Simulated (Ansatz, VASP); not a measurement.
## Two plane-wave programs on TiAl

The input POSCAR:

```
TiAl
1.0
    3.0180000000      0.0000000000      0.0000000000
    0.0000000000      3.0180000000      0.0000000000
    0.0000000000      0.0000000000      3.0180000000
Ti Al
1 1
Direct
    0.5000000000      0.5000000000      0.5000000000
    0.0000000000      0.0000000000      0.0000000000
```

INCAR.step1

```
PREC = Accurate
ENCUT = 520
ISMEAR = 1
SIGMA = 0.1
LREAL = F
LASPH = T
NELM = 60
NBANDS = 14
GGA = PE
ALGO = Normal
EDIFF = 1E-4
LWAVE = T
LCHARG = F
```

The input INCAR.step2:

```
PREC = Accurate
ENCUT = 520
EDIFF = 1E-7
ISMEAR = 1
SIGMA = 0.1
LREAL = F
LASPH = T
NELM = 60
ALGO = Normal
ISIF = 2
LWAVE = F
LCHARG = F
METAGGA = R2SCAN
LMIXTAU = T
NBANDS = 14
ISTART = 1
```

KPOINTS

```
regular mesh
0
Gamma
  11 11 11
```

Input for Ansatz:

```yaml
crystal:
  lattice:
    - [3.018, 0.0, 0.0]
    - [0.0, 3.018, 0.0]
    - [0.0, 0.0, 3.018]
  atoms:
    - { symbol: Ti, position: [0.5, 0.5, 0.5] }
    - { symbol: Al, position: [0.0, 0.0, 0.0] }
basis:
  ecutwfc: 650.0
kpoints:
  mp_grid:
    grid: [11, 11, 11]
hamiltonian:
  xc: r2scan
scf:
  occupations:
    method: cold
    width: 0.1
output:
  stress: true
```

Alike in both runs: task single point; functional r2SCAN; k mesh 11 × 11 × 11; no spin polarisation.

```csv
,VASP,Ansatz
version,VASP 6.6.1,Ansatz 0.2.0
potentials or method,"VASP PAW PBE potentials, release 64 (Ti_sv, Al), cutoff 520 eV","plane waves, PAW"
occupations,"methfessel-paxton of order 1, width 0.1 eV","cold, width 0.1 eV"
valence electrons in the cell,15,15
```

VASP gave:

* pressure (GPa): 24.0

What did Ansatz give for the same quantities?

Pressure (GPa): 23.8.

VASP's potentials were made for PBE, not for r2SCAN.
